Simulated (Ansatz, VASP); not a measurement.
## Two plane-wave programs on Mg3Cd2S5

File INCAR:

```
SYSTEM = Mg3Cd2S5
PREC = Accurate
ENCUT = 600
EDIFF = 1E-6
ISMEAR = 0
SIGMA = 0.1
LREAL = .FALSE.
LASPH = .TRUE.
NELM = 80
ALGO = Normal
ISIF = 3
LWAVE = .FALSE.
LCHARG = .FALSE.
GGA = PE
IBRION = 2
NSW = 80
EDIFFG = -0.025
```

The input KPOINTS:

```
regular mesh
0
G
  4 4 4
  0 0 0
```

POSCAR

```
Mg3Cd2S5
1.0
   -0.0089859806     -3.8004339723     -0.0342064796
    3.8077113997      0.0089859806      0.0124441088
   -1.8553412208      2.0167306652     13.2058560304
Mg Cd S
3 2 5
Direct
    0.5157636423      0.4988785394      0.0052008502
    0.6955474606      0.7007984156      0.4037401357
    0.2927583327      0.2869775125      0.5981249568
    0.9083010319      0.9136871634      0.7951738991
    0.0931096304      0.0941336990      0.2022938220
   -0.0101912594      0.0026763543      0.0009021466
    0.6031187590      0.5926841109      0.2035252079
    0.2089453098      0.2130660985      0.4012984210
    0.8015586645      0.8016088308      0.5940880617
    0.3910884284      0.3954892756      0.7956524991
```

Input for Ansatz:

```yaml
crystal:
  lattice:
    - [-0.0089859806, -3.8004339723, -0.0342064796]
    - [3.8077113997, 0.0089859806, 0.0124441088]
    - [-1.8553412208, 2.0167306652, 13.2058560304]
  atoms:
    - { symbol: Mg, position: [0.5157636423, 0.4988785394, 0.0052008502] }
    - { symbol: Mg, position: [0.6955474606, 0.7007984156, 0.4037401357] }
    - { symbol: Mg, position: [0.2927583327, 0.2869775125, 0.5981249568] }
    - { symbol: Cd, position: [0.9083010319, 0.9136871634, 0.7951738991] }
    - { symbol: Cd, position: [0.0931096304, 0.094133699, 0.202293822] }
    - { symbol: S, position: [-0.0101912594, 0.0026763543, 0.0009021466] }
    - { symbol: S, position: [0.603118759, 0.5926841109, 0.2035252079] }
    - { symbol: S, position: [0.2089453098, 0.2130660985, 0.401298421] }
    - { symbol: S, position: [0.8015586645, 0.8016088308, 0.5940880617] }
    - { symbol: S, position: [0.3910884284, 0.3954892756, 0.7956524991] }
basis:
  ecutwfc: 420
kpoints:
  mp_grid: { grid: [4, 4, 4] }
hamiltonian:
  xc: pbe
scf:
  occupations: { method: gaussian, width: 0.1 }
  lower_state_search: "off"
output:
  forces: true
  stress: true
  eigenvalues: true
relax:
  adjacent_minimum: "off"
  f_tol: 0.025
  max_steps: 60
  cell: { stress_tol: 0.25 }
```

Change from the starting cell: cell x1, atoms moved at random (sigma 0.05 Å) and cell strained at random (1.5 %), then relaxed without symmetry.

Alike in both runs: task relaxation of cell and atoms; functional PBE; k mesh 4 × 4 × 4; occupations gaussian, width 0.1 eV; no spin polarisation.

|  | VASP | Ansatz |
| --- | --- | --- |
| version | VASP 6.6.1 | Ansatz 0.2.0 |
| potentials or method | VASP PAW PBE potentials, release 64 (Mg, Cd, S), cutoff 600 eV | scalar-relativistic, plane waves, PAW |
| valence electrons in the cell | 60 | 100 |

```csv
,VASP,Ansatz,Ansatz less VASP
"gap on the k mesh at the Fermi level, each at its own relaxed structure (eV)",0.89,0.89,+0.002
relaxed volume (Å³/atom),19.24,19.20,-0.032
relaxed length of the cell vector where the two differ most in proportion (Å),3.799,3.794,-0.0047
```

VASP's potentials hold 60 valence electrons a cell and Ansatz's 100, so a difference there can come from the potentials and not from the codes.
